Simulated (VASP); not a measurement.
# LiF (P6_3mc) in VASP: dielectric tensor with PBEsol

Aim: the dielectric tensor of LiF with PBEsol.

Everything below comes from runs of VASP 6.6.1. Logs are shortened: lines on timing, memory, paths and dates and some standing lists are left out, and cuts for length are marked.

### Step 1. The cell of the first run

Symmetry: P6_3mc, No. 186, hexagonal system. Conventional cell: a = 3.061 Å, b = 3.061 Å, c = 4.807 Å, α = 90.00°, β = 90.00°, γ = 120.00°. Within 2.5 Å of Li (site symmetry 3m) lie 4 F at 1.85 to 1.86 Å. Within 2.5 Å of F (site symmetry 3m) lie 4 Li at 1.85 to 1.86 Å.

### Step 2. Dielectric tensor, PBEsol

Contents of INCAR:

```
SYSTEM = LiF
PREC = Accurate ; ENCUT = 520
EDIFF = 1E-8 ; ISMEAR = 0
SIGMA = 0.01 ; LREAL = .False.
LASPH = .True. ; NELM = 100
ALGO = Normal ; ISIF = 2
LWAVE = .False. ; LCHARG = .False.
GGA = PS ; LEPSILON = .True.
```

Contents of KPOINTS:

```
regular mesh
0
Gamma
  7 7 4
  0 0 0
```

Contents of POSCAR:

```
LiF
1.0
    3.0609400000      0.0000000000      0.0000000000
   -1.5304700000      2.6508517995      0.0000000000
    0.0000000000      0.0000000000      4.8073250000
Li F
2 2
Direct
    0.3333333333      0.6666666667      0.3811542600
    0.6666666667      0.3333333333      0.8811542600
    0.3333333333      0.6666666667      0.9938437400
    0.6666666667      0.3333333333      0.4938437400
```

Potentials or basis: VASP PAW PBE potentials, release 64 (Li_sv, F).

Run with:

```
> cat potpaw_PBE.64/Li_sv/POTCAR potpaw_PBE.64/F/POTCAR > POTCAR
> mpirun -np 1 vasp_std > vasp.out
```

OUTCAR:

```text
SYSTEM = LiF
   PREC = Accurate
   ENCUT = 520
   EDIFF = 1E-8
   ISMEAR = 0
   LREAL = .False.
   LASPH = .True.
   NELM = 100
   ISIF = 2
   GGA = PS
   LEPSILON = .True.

 ion  position               nearest neighbor table
   1  0.333  0.667  0.381-   4 1.85   4 1.85   4 1.85   3 1.86
   2  0.667  0.333  0.881-   3 1.85   3 1.85   3 1.85   4 1.86
   3  0.333  0.667  0.994-   2 1.85   2 1.85   2 1.85   1 1.86
   4  0.667  0.333  0.494-   1 1.85   1 1.85   1 1.85   2 1.86

  LATTYP: Found a hexagonal cell.
 ALAT       =     3.0609400000
 C/A-ratio  =     1.5705387887

  Lattice vectors:

 A1 = (   3.0609400000,   0.0000000000,   0.0000000000)
 A2 = (  -1.5304700000,   2.6508517995,   0.0000000000)
 A3 = (   0.0000000000,   0.0000000000,   4.8073250000)

Analysis of symmetry for initial positions (statically):
=====================================================================
 Subroutine PRICEL returns:
 Original cell was already a primitive cell.

 Routine SETGRP: Setting up the symmetry group for a
 hexagonal supercell.

 Subroutine GETGRP returns: Found 12 space group operations
 (whereof  6 operations were pure point group operations)
 out of a pool of 24 trial point group operations.

The static configuration has the point symmetry C_3v.
 The point group associated with its full space group is C_6v.

Analysis of symmetry for dynamics (positions and initial velocities):
=====================================================================
 Subroutine PRICEL returns:
 Original cell was already a primitive cell.

 Routine SETGRP: Setting up the symmetry group for a
 hexagonal supercell.

 Subroutine GETGRP returns: Found 12 space group operations
 (whereof  6 operations were pure point group operations)
 out of a pool of 24 trial point group operations.

The dynamic configuration has the point symmetry C_3v.
 The point group associated with its full space group is C_6v.

 Subroutine INISYM returns: Found 12 space group operations
 (whereof  6 operations are pure point group operations),
 and found     1 'primitive' translations
[... 575 lines left out ...]
     -0.00000      1.76723      1.83233        -0.000000     -0.000000     -0.000757
      1.53047      0.88362      4.23599         0.000000      0.000000     -0.000757
     -0.00000      1.76723      4.77773         0.000000     -0.000000      0.000757
      1.53047      0.88362      2.37407        -0.000000      0.000000      0.000757
 -----------------------------------------------------------------------------------
    total drift:                                0.000001      0.000001     -0.004318

  FREE ENERGIE OF THE ION-ELECTRON SYSTEM (eV)
  ---------------------------------------------------
  free  energy   TOTEN  =       -19.5990157869 eV

  energy  without entropy=      -19.5990157869  energy(sigma->0) =      -19.59901579

 HEAD OF MICROSCOPIC STATIC DIELECTRIC TENSOR (INDEPENDENT PARTICLE, excluding Hartree and local field effects)
 ------------------------------------------------------
           1.937415     0.000000     0.000000
           0.000000     1.937415     0.000000
           0.000000    -0.000000     1.947785
 ------------------------------------------------------

 Free energy of the ion-electron system (eV)
  ---------------------------------------------------
  ---------------------------------------------------
  free energy    TOTEN  =        -0.10873123 eV

  energy without entropy =       -0.10873123

------------------------ aborting loop because EDIFF is reached ----------------------------------------

--------------------------------------- Ionic step        2  -------------------------------------------

------------------------ aborting loop because EDIFF is reached ----------------------------------------

--------------------------------------- Ionic step        3  -------------------------------------------

 Free energy of the ion-electron system (eV)
  ---------------------------------------------------
  ---------------------------------------------------
  free energy    TOTEN  =        -0.11013145 eV

  energy without entropy =       -0.11013145

------------------------ aborting loop because EDIFF is reached ----------------------------------------

 PIEZOELECTRIC TENSOR FIELD DIRECTION 3  (e Angst)
 -----------------------------------------------------------------------------
    -0.14407  0.00000  0.00000           ( -0.00025  0.00000  0.00000)
     0.00000 -0.14407  0.00000           (  0.00000 -0.00025  0.00000)
    -0.00000  0.00000  0.27995           (  0.00000  0.00000  0.00787)

 PIEZOELECTRIC TENSOR FIELD DIRECTION 3  (C/m^2)
 -----------------------------------------------------------------------------
    -0.05918  0.00000  0.00000
     0.00000 -0.05918  0.00000
    -0.00000  0.00000  0.11499

 MACROSCOPIC STATIC DIELECTRIC TENSOR (including local field effects in DFT)
 ------------------------------------------------------
           1.907860     0.000000     0.000000
           0.000000     1.907860     0.000000
           0.000000     0.000000     1.922580
 ------------------------------------------------------

 PIEZOELECTRIC TENSOR (including local field effects)  for field in x, y, z        (e  Angst)
          XX          YY          ZZ          XY          YZ          ZX
  --------------------------------------------------------------------------------
  x     0.00000     0.00000     0.00000    -0.00000     0.00000    -0.15879
  y     0.00000     0.00000     0.00000     0.00000    -0.15879     0.00000
  z    -0.14407    -0.14407     0.27995     0.00000     0.00000     0.00000

 PIEZOELECTRIC TENSOR (including local field effects)  for field in x, y, z        (C/m^2)
          XX          YY          ZZ          XY          YZ          ZX
  --------------------------------------------------------------------------------
  x     0.00000     0.00000     0.00000    -0.00000     0.00000    -0.06522
  y     0.00000     0.00000     0.00000     0.00000    -0.06522     0.00000
  z    -0.05918    -0.05918     0.11499     0.00000     0.00000     0.00000

 BORN EFFECTIVE CHARGES (including local field effects) (in |e|, cummulative output)
 ---------------------------------------------------------------------------------
 ion    1
    1     0.97371     0.00000     0.00000
    2     0.00000     0.97371    -0.00000
    3     0.00000     0.00000     0.99142
 ion    2
    1     0.97371     0.00000     0.00000
    2     0.00000     0.97371     0.00000
    3    -0.00000    -0.00000     0.99142
 ion    3
    1    -0.97371     0.00000     0.00000
    2    -0.00000    -0.97371     0.00000
    3     0.00000     0.00000    -0.99142
 ion    4
    1    -0.97371     0.00000     0.00000
    2     0.00000    -0.97371     0.00000
    3    -0.00000     0.00000    -0.99142
```

It took 6.2 min on 1 thread of Intel Xeon 8259CL, shared host; peak memory 0.21 GiB.

Results:

```yaml
Band_gap_on_the_k_mesh: 7.74 eV
Electronic_dielectric_tensor_diagonal: 1.91, 1.91, 1.92
Born_charges_mean_of_the_diagonal: Li +0.98; F -0.98 e
```

Levels at points of the mesh, in eV from the valence-band top:
```csv
k point,band 8,band 9,band 10,band 11,band 12,band 13
"(0.00, 0.00, 0.00)",-0.15,-0.15,0.00,7.74,12.02,15.31
"(0.00, 0.00, 0.50)",-0.32,-0.32,-0.32,9.44,9.44,17.64
```

Electronic dielectric tensor:
```
1.91 0.00 0.00
0.00 1.91 0.00
0.00 0.00 1.92
```

Born effective charge tensors (e):
atom 1, Li
```
0.97 0.00 0.00
0.00 0.97 0.00
0.00 0.00 0.99
```
atom 2, Li
```
0.97 0.00 0.00
0.00 0.97 0.00
0.00 0.00 0.99
```
atom 3, F
```
-0.97  0.00  0.00
 0.00 -0.97  0.00
 0.00  0.00 -0.99
```
atom 4, F
```
-0.97  0.00  0.00
 0.00 -0.97  0.00
 0.00  0.00 -0.99
```

Caveat: an odd mesh through Γ misses points on the zone boundary, where band edges can lie.
